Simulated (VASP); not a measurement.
Here is a VASP 6.6.1 calculation.

Contents of INCAR:

```
ALGO = Normal
EDIFF = 1E-7
ENCUT = 520
GGA = PE
ISIF = 2
ISMEAR = -1
LASPH = True
LCHARG = False
LREAL = False
LWAVE = False
NBANDS = 26
NELM = 80
PREC = Accurate
SIGMA = 0.05
```

The input KPOINTS:

```
k-points
0
Gamma
  11 11 11
```

POSCAR

```
NbAs
1.0
   -1.7142667651      1.7142667651      5.8008041881
    1.7142667651     -1.7142667651      5.8008041881
    1.7142667651      1.7142667651     -5.8008041881
Nb As
2 2
Direct
    0.5000000000      0.0000000000      0.5000000000
    0.7500000000      0.7500000000      0.0000000000
    0.9160000000      0.4160000000      0.5000000000
    0.1660000000      0.1660000000      0.0000000000
```

Potentials or basis: VASP PAW PBE potentials, release 64 (Nb_sv, As).

The run is started by

```bash
$ cat potpaw_PBE.64/Nb_sv/POTCAR potpaw_PBE.64/As/POTCAR > POTCAR
$ mpirun -np 1 vasp_std > vasp.out
```

(1) Estimate the largest force.

(2) Predict the pressure.

Results:

(1) 0.325 eV/Å.

(2) 7.1 GPa.
